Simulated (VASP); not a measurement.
**P: single point with LDA**

Crystal: P.

```
CELL_PARAMETERS angstrom
2.41075 0.00000 0.00000
0.00000 2.41075 0.00000
0.00000 0.00000 2.41075
ATOMIC_POSITIONS crystal
P 0.00000 0.00000 0.00000
```

| Item | Value |
| --- | --- |
| Program | VASP 6.6.1 |
| Task | single point |
| Functional | LDA |
| Potentials or basis | VASP PAW LDA potentials, release 64 (P) |
| Cutoff | 520 eV |
| k mesh | 10 × 10 × 10 |
| Occupations | gaussian, width 0.05 eV |
| Spin | no spin polarisation |

The pressure is -0.2 GPa.

Levels at points of the mesh, in eV from the Fermi level:
| k point | band 1 | band 2 | band 3 | band 4 | band 5 | band 6 |
| --- | --- | --- | --- | --- | --- | --- |
| (0.00, 0.00, 0.00) | -17.00 | 5.02 | 5.02 | 5.02 | 6.65 | 6.65 |
| (0.50, 0.00, 0.00) | -12.47 | -9.15 | 7.97 | 7.97 | 9.30 | 14.36 |
| (0.50, 0.50, 0.00) | -7.56 | -5.59 | -5.59 | 0.55 | 10.69 | 17.00 |
| (0.50, 0.50, 0.50) | -2.36 | -2.36 | -2.36 | -1.40 | 4.40 | 4.40 |

It took 2.1 s on 1 thread of Intel(R) Xeon(R) 6975P-C (Granite Rapids), on a shared host, peak memory 0.1 GiB.
